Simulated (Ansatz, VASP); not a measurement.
## Two plane-wave programs on CaSi2N3

INCAR

```
PREC = Accurate
ENCUT = 520
EDIFF = 1E-6
ISMEAR = 0
SIGMA = 0.1
LREAL = F
LASPH = T
NELM = 60
ALGO = Normal
ISIF = 2
LWAVE = F
LCHARG = F
GGA = PE
NBANDS = 26
```

KPOINTS

```
Automatic mesh
0
Gamma
  6 6 4
```

File POSCAR:

```
CaSi2N3
1.0
    3.9072858100      0.0000000000      0.0000000000
   -1.9536429100      3.3838087800      0.0000000000
    0.0000000000      0.0000000000      6.6146871900
Ca Si N
1 2 3
Direct
    0.0000000000      0.0000000000      0.5000000000
    0.0000000000      0.0000000000      0.1853682100
    0.0000000000      0.0000000000      0.8146317900
    0.5000000000      0.0000000000      0.5000000000
    0.0000000000      0.5000000000      0.5000000000
    0.5000000000      0.5000000000      0.5000000000
```

Input for Ansatz:

```yaml
crystal:
  lattice:
    - [3.90728581, 0.0, 0.0]
    - [-1.95364291, 3.38380878, 0.0]
    - [0.0, 0.0, 6.61468719]
  atoms:
    - { symbol: Ca, position: [0.0, 0.0, 0.5] }
    - { symbol: Si, position: [0.0, 0.0, 0.18536821] }
    - { symbol: Si, position: [0.0, 0.0, 0.81463179] }
    - { symbol: "N", position: [0.5, 0.0, 0.5] }
    - { symbol: "N", position: [0.0, 0.5, 0.5] }
    - { symbol: "N", position: [0.5, 0.5, 0.5] }
basis:
  ecutwfc: 420
kpoints:
  mp_grid: { grid: [6, 6, 4] }
hamiltonian:
  xc: pbe
scf:
  occupations: { method: gaussian, width: 0.1 }
  lower_state_search: "off"
output:
  forces: true
  stress: true
  eigenvalues: true
```

Alike in both runs: task single point; functional PBE; k mesh 6 × 6 × 4; occupations gaussian, width 0.1 eV; no spin polarisation.

|  | VASP | Ansatz |
| --- | --- | --- |
| version | VASP 6.6.1 | Ansatz 0.2.0 |
| potentials or method | VASP PAW PBE potentials, release 64 (Ca_sv, Si, N), cutoff 520 eV | scalar-relativistic, plane waves, PAW |
| valence electrons in the cell | 33 | 33 |

VASP gave:

- gap on the k mesh at the Fermi level (eV): none
- rms of the force components (eV/Å): 2.263

Task: What did Ansatz give for the same quantities?

Result: gap on the k mesh at the Fermi level (eV): none; rms of the force components (eV/Å): 2.241.

Atom by atom the forces differ by 0.022 eV/Å (rms over components). A gap of «none» marks a metal or a gap that the smearing closes.
